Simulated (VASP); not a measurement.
Set up this calculation in VASP 6.6.1, as the native input.

```yaml
Task: single point
Functional: PBE
Potentials_or_basis: VASP PAW PBE potentials, release 64 (Al, O)
Cutoff: 520 eV
k_mesh: 5 × 5 × 1
Occupations: gaussian, width 0.1 eV
Spin: collinear spin, ferromagnetic start
Starting_moments: "[0.0, 0.0, 0.0, 0.0, 0.0, 0.0, 0.0, 0.0, 0.0, 0.0, 0.0, 0.0, 2.0] μB"
Dipole_correction: yes
Further_INCAR_settings: ALGO = Normal; EDIFF = 1e-06; NBANDS = 37
```

The structure of Al12O lies in POSCAR:

```
Al12O
1.0
    5.7143028096      0.0000000000      0.0000000000
    0.0000000000      5.7143028096      0.0000000000
    0.0000000000      0.0000000000     21.1750228481
Al O
12 1
Direct
    0.2500000000      0.2500000000      0.1889018033
    0.2500000000      0.7500000000      0.1889018033
    0.7500000000      0.2500000000      0.1889018033
    0.7500000000      0.7500000000      0.1889018033
    0.0000000000      0.0000000000      0.2873686073
    0.0000000000      0.5000000000      0.2873686073
    0.5000000000      0.0000000000      0.2873686073
    0.5000000000      0.5000000000      0.2873686073
    0.2500000000      0.2500000000      0.3860691394
    0.2500000000      0.7500000000      0.3860691394
    0.7500000000      0.2500000000      0.3860691394
    0.7500000000      0.7500000000      0.3860691394
    0.5000000000      0.5000000000      0.3719015042
```

One way to write it, as run:

INCAR

```
SYSTEM = Al12O
PREC = Accurate
ENCUT = 520
EDIFF = 1E-6
ISMEAR = 0
SIGMA = 0.1
LREAL = .FALSE.
LASPH = .TRUE.
NELM = 150
ALGO = Normal
ISIF = 2
LWAVE = .FALSE.
LCHARG = .TRUE.
ISPIN = 2
MAGMOM = 0 0 0 0 0 0 0 0 0 0 0 0 2
LORBIT = 11
LDIPOL = .TRUE.
IDIPOL = 3
DIPOL = 0.5 0.5 0.294
GGA = PE
LELF = .TRUE.
LVHAR = .TRUE.
LVACPOTAV = .TRUE.
NBANDS = 37
```

KPOINTS

```
Automatic mesh
0
G
  5 5 1
  0 0 0
```

Potentials or basis: VASP PAW PBE potentials, release 64 (Al, O).

Command:

```console
$ cat potpaw_PBE.64/Al/POTCAR potpaw_PBE.64/O/POTCAR > POTCAR
$ mpirun -np 1 vasp_std > vasp.out
```

It gave:

```json
{"Largest force": "2.382 eV/Å", "Band gap on the k mesh": "zero (filled and empty bands overlap)", "Net moment": "0.00 μB per cell", "Valence electrons inside the program's atomic spheres": "Al 0.76, 0.77, 0.75; O 5.13"}
```

Wall time 12 min on 1 thread of Oxide Virtual Turin-like Processor, with other jobs on the host, peak memory 0.88 GiB.
